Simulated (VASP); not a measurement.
# Ta (I4/mmm) in VASP: a series of runs

The runs below take Ta through single point, with r2SCAN.

Program: VASP 6.6.1. These are calculated values, not measurements. Logs are shortened: lines on timing, memory, paths and dates and some standing lists are left out, and cuts for length are marked.

## (1) The cell of the first run

The structure is tetragonal, space group I4/mmm (No. 139). Conventional cell: a = 3.707 Å, b = 3.707 Å, c = 2.621 Å, α = 90.00°, β = 90.00°, γ = 90.00°. Ta (site symmetry 4/mmm) has 10 Ta at 2.62 to 2.93 Å within 3.5 Å.

## (2) Single point, r2SCAN

Contents of POSCAR:

```
Ta
1.0
   -1.8535924404      1.8535924404      1.3104898553
    1.8535924404     -1.8535924404      1.3104898553
    1.8535924404      1.8535924404     -1.3104898553
Ta
1
Direct
    0.0000000000      0.0000000000      0.0000000000
```

Contents of INCAR.step1:

```
SYSTEM = Ta
PREC = Accurate
ENCUT = 520
ISMEAR = 0
SIGMA = 0.15
LREAL = .False.
LASPH = .True.
NELM = 100
NBANDS = 12
GGA = PE
ALGO = Normal
EDIFF = 1E-4
LWAVE = .True.
LCHARG = .False.
```

Contents of INCAR.step2:

```
SYSTEM = Ta
PREC = Accurate
ENCUT = 520
EDIFF = 1E-6
ISMEAR = 0
SIGMA = 0.15
LREAL = .False.
LASPH = .True.
NELM = 100
ALGO = Normal
ISIF = 2
LWAVE = .False.
LCHARG = .False.
METAGGA = R2SCAN
LMIXTAU = .True.
NBANDS = 12
ISTART = 1
```

Contents of KPOINTS:

```
Automatic mesh
0
Gamma
  22 22 22
  0 0 0
```

Potentials or basis: VASP PAW PBE potentials, release 64 (Ta_pv).

The run is started by

```console
$ cat potpaw_PBE.64/Ta_pv/POTCAR > POTCAR
$ cp INCAR.step1 INCAR
$ mpirun -np 1 vasp_std > vasp.out
$ cp INCAR.step2 INCAR
$ mpirun -np 1 vasp_std > vasp.out
```

OUTCAR:

```text
SYSTEM = Ta
   PREC = Accurate
   ENCUT = 520
   EDIFF = 1E-6
   ISMEAR = 0
   LREAL = .False.
   LASPH = .True.
   NELM = 100
   ISIF = 2
   METAGGA = R2SCAN
   ISTART = 1

 ion  position               nearest neighbor table
   1  0.000  0.000  0.000-

  LATTYP: Found a body centered tetragonal cell.
 ALAT       =     3.7071848808
 C/A-ratio  =     0.7070000000

  Lattice vectors:

 A1 = (  -1.8535924404,   1.8535924404,   1.3104898553)
 A2 = (   1.8535924404,  -1.8535924404,   1.3104898553)
 A3 = (   1.8535924404,   1.8535924404,  -1.3104898553)

Analysis of symmetry for initial positions (statically):
=====================================================================
 Subroutine PRICEL returns:
 Original cell was already a primitive cell.

 Routine SETGRP: Setting up the symmetry group for a
 body centered tetragonal supercell.

 Subroutine GETGRP returns: Found 16 space group operations
 (whereof 16 operations were pure point group operations)
 out of a pool of 16 trial point group operations.

The static configuration has the point symmetry D_4h.

Analysis of symmetry for dynamics (positions and initial velocities):
=====================================================================
 Subroutine PRICEL returns:
 Original cell was already a primitive cell.

 Routine SETGRP: Setting up the symmetry group for a
 body centered tetragonal supercell.

 Subroutine GETGRP returns: Found 16 space group operations
 (whereof 16 operations were pure point group operations)
 out of a pool of 16 trial point group operations.

The dynamic configuration has the point symmetry D_4h.

 Subroutine INISYM returns: Found 16 space group operations
 (whereof 16 operations are pure point group operations),
 and found     1 'primitive' translations

----------------------------------------------------------------------------------------

                                     Primitive cell

  volume of cell :      18.0104

  direct lattice vectors                    reciprocal lattice vectors
    -1.853592440  1.853592440  1.310489855     0.000000000  0.269746460  0.381536719
     1.853592440 -1.853592440  1.310489855     0.269746460  0.000000000  0.381536719
     1.853592440  1.853592440 -1.310489855     0.269746460  0.269746460  0.000000000

  length of vectors
     2.930698472  2.930698472  2.930698472     0.467261620  0.467261620  0.381479103

  position of ions in fractional coordinates (direct lattice)
     0.000000000  0.000000000  0.000000000

  ion indices of the primitive-cell ions
   primitive index   ion index
                 1           1

----------------------------------------------------------------------------------------

 KPOINTS: Automatic mesh

Automatic generation of k-mesh.
 Grid dimensions read from file:
 generate k-points for:   22   22   22

 Generating k-lattice:

  Cartesian coordinates                     Fractional coordinates (reciprocal lattice)
     0.000000000  0.012261203  0.017342578     0.045454545 -0.000000000  0.000000000
     0.012261203  0.000000000  0.017342578    -0.000000000  0.045454545  0.000000000
     0.012261203  0.012261203  0.000000000     0.000000000  0.000000000  0.045454545

  Length of vectors
     0.021239165  0.021239165  0.017339959

  Shift w.r.t. Gamma in fractional coordinates (k-lattice)
     0.000000000  0.000000000  0.000000000

 Subroutine IBZKPT returns following result:
 ===========================================

 Found    834 irreducible k-points:

 Following reciprocal coordinates:
            Coordinates               Weight
  0.000000  0.000000  0.000000      1.000000
  0.045455 -0.000000  0.000000      8.000000
  0.090909 -0.000000  0.000000      8.000000
  0.136364  0.000000  0.000000      8.000000
  0.181818 -0.000000  0.000000      8.000000
  0.227273 -0.000000  0.000000      8.000000
[... 16 lines left out ...]
  0.500000  0.045455  0.000000     16.000000
 -0.454545  0.045455 -0.000000     16.000000
 [... further k-points ...]
   k-points           NKPTS =    834   k-points in BZ     NKDIM =    834   number of bands    NBANDS=     12
   number of dos      NEDOS =    301   number of ions     NIONS =      1
   total plane-waves  NPLWV =  13824
   dimension x,y,z NGX =    24 NGY =   24 NGZ =   24
   dimension x,y,z NGXF=    48 NGYF=   48 NGZF=   48
   ions per type =               1
   NGX,Y,Z   is equivalent  to a cutoff of  13.61, 13.61, 13.61 a.u.
   NGXF,Y,Z  is equivalent  to a cutoff of  27.23, 27.23, 27.23 a.u.
 SYSTEM =  Ta
   PREC   = accura    normal or accurate (medium, high low for compatibility)
   ISTART =      1    job   : 0-new  1-cont  2-samecut
   ICHARG =      0    charge: 1-file 2-atom 10-const
   ISPIN  =      1    spin polarized calculation?
   LNONCOLLINEAR =      F non collinear calculations
   LSORBIT =      F    spin-orbit coupling
   LASPH  =      T    aspherical Exc in radial PAW
   ENCUT  =  520.0 eV  38.22 Ry    6.18 a.u.   5.45  5.45  5.45*2*pi/ulx,y,z
   NELM   =    100;   NELMIN=  2; NELMDL=  0     # of ELM steps
   EDIFF  = 0.1E-05   stopping-criterion for ELM
   LREAL  =      F    real-space projection
   EDIFFG = 0.1E-04   stopping-criterion for IOM
   NSW    =      0    number of steps for IOM
   IBRION =     -1    ionic relax: 0-MD 1-quasi-New 2-CG
   NFREE  =      0    steps in history (QN), initial steepest desc. (CG)
   ISIF   =      2    stress and relaxation
   ISYM   =      2    0-nonsym 1-usesym 2-fastsym
   POTIM  = 0.5000    time-step for ionic-motion
   TEBEG  =    0.0;   TEEND  =   0.0 temperature during run
   PSTRESS=    0.0 pullay stress
   NELECT =      11.0000    total number of electrons
   NUPDOWN=      -1.0000    fix difference up-down
   EMIN   =  10.00;   EMAX   =-10.00  energy-range for DOS
   EFERMI =   0.00;   METHOD = LEGACY
   ISMEAR =     0;   SIGMA  =   0.15  broadening in eV -4-tet -1-fermi 0-gaus
   EFERMI_NEDOS =   21; number of points for ismear=-14 and -15
   IALGO  =     38    algorithm
   IMIX   =      4    mixing-type and parameters
     AMIX     =   0.40;   BMIX     =  1.00
     AMIX_MAG =   1.60;   BMIX_MAG =  1.00
  volume/ion in A,a.u.               =      18.01       121.54
  Fermi-wavevector in a.u.,A,eV,Ry     =   1.388988  2.624806 26.249534  1.929286
  Thomas-Fermi vector in A             =   2.513061
   LORBIT       =      0    0 simple, 1 ext, 2 COOP (PROOUT), +10 PAW based schemes
   METAGGA = R2SCAN    functional components
   LHFCALC =     F    Hartree Fock is set to
   AEXX    =    0.0000 exact exchange contribution
   IVDW    =     0    specifies the selected vdW correction
   LEPSILON=     F    determine dielectric tensor
   LRPA    =     F    only Hartree local field effects (RPA)
 non-spin polarized calculation
 Gauss-broadening in eV      SIGMA  =   0.15
  energy-cutoff  :      520.00
  volume of cell :       18.01
 maximum number of plane-waves:       499
 NGX is ok and might be reduce to    24
   NGX = 11   NGY = 11   NGZ = 11

 number of electron      11.0000001 magnetization

 Free energy of the ion-electron system (eV)
  ---------------------------------------------------
  ext. energy  EPLUGINS =         0.00000000
  ---------------------------------------------------
  free energy    TOTEN  =       -48.15339142 eV

  energy without entropy =      -48.13869007  energy(sigma->0) =      -48.14604075

 E-fermi :   5.6631     XC(G=0): -13.6990

 val. band max:        5.6622210673   @ k =  -0.2727  -0.3636   0.1818
 cond. band min:       5.6685100723   @ k =  -0.2727  -0.3182   0.1818
 fundamental gap:      0.0062890050
 Fermi energy:         5.6631429118

 k-point     1 :       0.0000    0.0000    0.0000
  band No.  band energies     occupation
      1     -28.9317      2.00000
      2     -28.9317      2.00000
      3     -28.2828      2.00000
      4      -2.9209      2.00000
      5       3.5885      2.00000
      6       5.3828      1.99178
      7       9.3595      0.00000
      8       9.3595      0.00000
      9      11.6325      0.00000
     10      17.8381      0.00000
     11      19.7811      0.00000
     12      19.7812      0.00000

 k-point     2 :       0.0455   -0.0000    0.0000
  band No.  band energies     occupation
      1     -28.9385      2.00000
      2     -28.9367      2.00000
      3     -28.3267      2.00000
      4      -2.8012      2.00000
      5       3.6419      2.00000
      6       5.4772      1.92045
      7       9.1943      0.00000
      8       9.2050      0.00000
      9      11.5430      0.00000
     10      17.8380      0.00000
     11      20.0693      0.00000
     12      20.0693      0.00000

 k-point     3 :       0.0909   -0.0000    0.0000
  band No.  band energies     occupation
      1     -28.9607      2.00000
      2     -28.9513      2.00000
      3     -28.4512      2.00000
      4      -2.4516      2.00000
      5       3.7876      2.00000
      6       5.7436      0.44785
      7       8.7661      0.00000
      8       8.8161      0.00000
      9      11.3168      0.00000
     10      17.8380      0.00000
     11      20.7963      0.00000
     12      20.8656      0.00000
[... 286 lines left out ...]
 k-point    23 :       0.5000    0.0455    0.0000
  band No.  band energies     occupation
      1     -30.3311      2.00000
      2     -29.1779      2.00000
      3     -29.0777      2.00000
      4       1.0533      2.00000
      5       2.7281      2.00000
      6       8.2053      0.00000
      7       9.1561      0.00000
      8      12.1910      0.00000
      9      13.0791      0.00000
     10      17.8264      0.00000
     11      17.8992      0.00000
     12      20.0499      0.00000

 k-point    24 :      -0.4545    0.0455   -0.0000
  band No.  band energies     occupation
      1     -30.2337      2.00000
      2     -29.1752      2.00000
      3     -29.0676      2.00000
      4       1.0812      2.00000
      5       2.8714      2.00000
      6       7.7054      0.00000
      7       9.2082      0.00000
      8      11.6490      0.00000
      9      12.6415      0.00000
     10      17.5037      0.00000
     11      17.8399      0.00000
     12      20.7754      0.00000

 [... further k-points ...]
[... 5 lines left out ...]
  --------------------------------------------------------------------------------------
  -------------------------------------------------------------------------------------
  Total        0.1412987      0.1412987      2.7636606      0.0000000      0.0000000      0.0000000
  in kB       12.5697525     12.5697525    245.8516587      0.0000000      0.0000000      0.0000000
  external PRESSURE =      90.3303879 kB  Pullay stress =       0.0000000 kB

 VOLUME and BASIS-vectors are now :
 -----------------------------------------------------------------------------
  energy-cutoff  :      520.00
  volume of cell :       18.01
      direct lattice vectors                 reciprocal lattice vectors
    -1.853592440  1.853592440  1.310489855     0.000000000  0.269746460  0.381536719
     1.853592440 -1.853592440  1.310489855     0.269746460  0.000000000  0.381536719
     1.853592440  1.853592440 -1.310489855     0.269746460  0.269746460  0.000000000

 POSITION                                       TOTAL-FORCE (eV/Angst)
 -----------------------------------------------------------------------------------
      0.00000      0.00000      0.00000         0.000000      0.000000      0.000000
 -----------------------------------------------------------------------------------
    total drift:                                0.000000      0.000000      0.000000

  FREE ENERGIE OF THE ION-ELECTRON SYSTEM (eV)
  ---------------------------------------------------
  free  energy   TOTEN  =       -48.1533914212 eV

  energy  without entropy=      -48.1386900722  energy(sigma->0) =      -48.14604075
```

Run time: 3 min. Hardware: 1 thread of Intel Xeon 6975P-C (Granite Rapids), shared host; peak memory 0.29 GiB.

Results:

| Quantity | Value |
| --- | --- |
| Free energy | -48.1534 eV |
| Pressure | 9.0 GPa |
| Band gap on the k mesh | zero (an odd number of electrons rules out a gap without spin polarisation) |

Stress tensor (GPa, compression positive):
```
 1.26  0.00  0.00
 0.00  1.26  0.00
 0.00  0.00 24.59
```

Levels at points of the mesh, in eV from the Fermi level:
```tsv
k point	band 2	band 3	band 4	band 5	band 6	band 7	band 8	band 9	band 10	band 11
(0.00, 0.00, 0.00)	-34.59	-33.95	-8.58	-2.07	-0.28	3.70	3.70	5.97	12.17	14.12
(0.50, 0.00, 0.00)	-34.83	-34.74	-4.67	-2.99	2.78	3.47	6.47	7.62	12.17	12.49
(0.50, 0.50, 0.00)	-34.51	-34.10	-5.16	-0.39	-0.31	2.70	3.10	7.81	10.48	12.18
(0.50, 0.50, 0.50)	-35.50	-34.27	-4.57	-4.13	5.77	5.77	7.31	7.31	7.55	12.17
```

Caveat: the stress differs along the axes, from 1 to 25 GPa; the PAW data sets were made with another functional, which shifts forces and pressure a little; spin-orbit coupling is left out, which moves the levels of the heavy elements.

## (3) Single point, r2SCAN

Contents of POSCAR:

```
Ta
1.0
   -1.7432021208      1.7432021208      1.4817218027
    1.7432021208     -1.7432021208      1.4817218027
    1.7432021208      1.7432021208     -1.4817218027
Ta
1
Direct
    0.0000000000      0.0000000000      0.0000000000
```

Contents of INCAR.step1:

```
SYSTEM = Ta
  ALGO = Normal
  EDIFF = 1E-4
  ENCUT = 520
  GGA = PE
  ISMEAR = 0
  LASPH = .TRUE.
  LCHARG = .FALSE.
  LREAL = .FALSE.
  LWAVE = .TRUE.
  NBANDS = 12
  NELM = 60
  PREC = Accurate
  SIGMA = 0.15
```

Contents of INCAR.step2:

```
SYSTEM = Ta
  ALGO = Normal
  EDIFF = 1E-6
  ENCUT = 520
  ISIF = 2
  ISMEAR = 0
  ISTART = 1
  LASPH = .TRUE.
  LCHARG = .FALSE.
  LMIXTAU = .TRUE.
  LREAL = .FALSE.
  LWAVE = .FALSE.
  METAGGA = R2SCAN
  NBANDS = 12
  NELM = 60
  PREC = Accurate
  SIGMA = 0.15
```

Contents of KPOINTS:

```
k-points
0
G
  22 22 22
  0 0 0
```

Potentials or basis: VASP PAW PBE potentials, release 64 (Ta_pv).

The run is started by

```console
$ cat potpaw_PBE.64/Ta_pv/POTCAR > POTCAR
$ cp INCAR.step1 INCAR
$ mpirun -np 1 vasp_std > vasp.out
$ cp INCAR.step2 INCAR
$ mpirun -np 1 vasp_std > vasp.out
```

It took 3.4 min on 1 thread of Intel Xeon 6975P-C (Granite Rapids), shared host; peak memory 0.29 GiB.

Results (log left out):

- Free energy: -48.5108 eV
- Pressure: 3.7 GPa
- Band gap on the k mesh: zero (an odd number of electrons rules out a gap without spin polarisation)

Stress tensor (GPa, compression positive):
```
-0.39  0.00  0.00
 0.00 -0.39  0.00
 0.00  0.00 11.99
```

Levels at points of the mesh, in eV from the Fermi level:
```csv
k point,band 3,band 4,band 5,band 6,band 7,band 8
"(0.00, 0.00, 0.00)",-34.32,-8.48,-0.69,1.77,1.77,2.30
"(0.50, 0.00, 0.00)",-34.50,-4.65,-2.36,1.88,3.92,6.76
"(0.50, 0.50, 0.00)",-34.33,-4.85,0.10,0.53,2.04,4.25
"(0.50, 0.50, 0.50)",-34.90,-4.27,-3.95,6.90,6.90,7.39
```

Caveat: the stress differs along the axes, from -0 to 12 GPa; the PAW data sets were made with another functional, which shifts forces and pressure a little; spin-orbit coupling is left out, which moves the levels of the heavy elements.

## (4) Single point, r2SCAN

Contents of POSCAR:

```
Ta
1.0
   -1.5539139738      1.5539139738      1.8646967685
    1.5539139738     -1.5539139738      1.8646967685
    1.5539139738      1.5539139738     -1.8646967685
Ta
1
Direct
    0.0000000000      0.0000000000      0.0000000000
```

Contents of INCAR.step1:

```
SYSTEM = Ta
PREC = Accurate ; ENCUT = 520
ISMEAR = 0 ; SIGMA = 0.15
LREAL = .FALSE. ; LASPH = .TRUE.
NELM = 60 ; NBANDS = 12
GGA = PE ; ALGO = Normal
EDIFF = 1E-4 ; LWAVE = .TRUE.
LCHARG = .FALSE.
```

Contents of INCAR.step2:

```
SYSTEM = Ta
PREC = Accurate ; ENCUT = 520
EDIFF = 1E-6 ; ISMEAR = 0
SIGMA = 0.15 ; LREAL = .FALSE.
LASPH = .TRUE. ; NELM = 60
ALGO = Normal ; ISIF = 2
LWAVE = .FALSE. ; LCHARG = .FALSE.
METAGGA = R2SCAN ; LMIXTAU = .TRUE.
NBANDS = 12 ; ISTART = 1
```

Contents of KPOINTS:

```
Automatic mesh
0
G
  22 22 22
  0 0 0
```

The run is started by

```console
$ cat potpaw_PBE.64/Ta_pv/POTCAR > POTCAR
$ cp INCAR.step1 INCAR
$ mpirun -np 1 vasp_std > vasp.out
$ cp INCAR.step2 INCAR
$ mpirun -np 1 vasp_std > vasp.out
```

Run time: 2.7 min. Hardware: 1 thread of Intel Xeon 6975P-C (Granite Rapids), shared host; peak memory 0.29 GiB.

The run converged. Its results:

| Property | Result |
| --- | --- |
| Free energy | -48.4667 eV |
| Pressure | 4.0 GPa |
| Band gap on the k mesh | zero (an odd number of electrons rules out a gap without spin polarisation) |

Stress tensor (GPa, compression positive):
```
 9.16  0.00  0.00
 0.00  9.16  0.00
 0.00  0.00 -6.26
```

Levels at points of the mesh, in eV from the Fermi level:
| k point | band 1 | band 2 | band 3 | band 4 | band 5 | band 6 | band 7 | band 8 | band 9 | band 10 |
| --- | --- | --- | --- | --- | --- | --- | --- | --- | --- | --- |
| (0.00, 0.00, 0.00) | -34.41 | -34.40 | -34.40 | -8.51 | 0.28 | 0.28 | 2.38 | 2.45 | 5.08 | 11.92 |
| (0.50, 0.00, 0.00) | -35.65 | -34.69 | -34.44 | -4.77 | -0.70 | 0.97 | 2.09 | 5.76 | 7.36 | 11.66 |
| (0.50, 0.50, 0.00) | -35.57 | -34.88 | -34.57 | -4.65 | -3.05 | 2.31 | 5.98 | 6.20 | 8.01 | 11.91 |
| (0.50, 0.50, 0.50) | -35.50 | -35.05 | -35.05 | -4.38 | -3.80 | 5.73 | 6.64 | 7.19 | 7.19 | 10.57 |

Caveat: the stress differs along the axes, from -6 to 9 GPa; the PAW data sets were made with another functional, which shifts forces and pressure a little; spin-orbit coupling is left out, which moves the levels of the heavy elements.

## (5) Summary

| cell | gap on the mesh (eV) | pressure (GPa) |
| --- | --- | --- |
| a = 2.931 Å, angles 101.5, 101.5, 126.9°, 1 atom | none | 9.0 |
| a = 2.876 Å, angles 105.4, 105.4, 118.0°, 1 atom | none | 3.7 |
| a = 2.882 Å, angles 114.7, 114.7, 99.4°, 1 atom | none | 4.0 |

Alike in all rows: task single point; level r2SCAN; potentials or basis VASP PAW PBE potentials, release 64 (Ta_pv); no spin polarisation; k mesh 22 × 22 × 22; cutoff (eV) 520; smearing gaussian 0.15 eV.

Caveats: the PAW data sets were made with another functional, which shifts forces and pressure a little; spin-orbit coupling is left out, which moves the levels of the heavy elements; the stress differs along the axes, from 1 to 25 GPa (at least some runs); the stress differs along the axes, from -0 to 12 GPa (at least some runs); the stress differs along the axes, from -6 to 9 GPa (at least some runs).

Absolute energies hang on the potentials; compare differences alone.
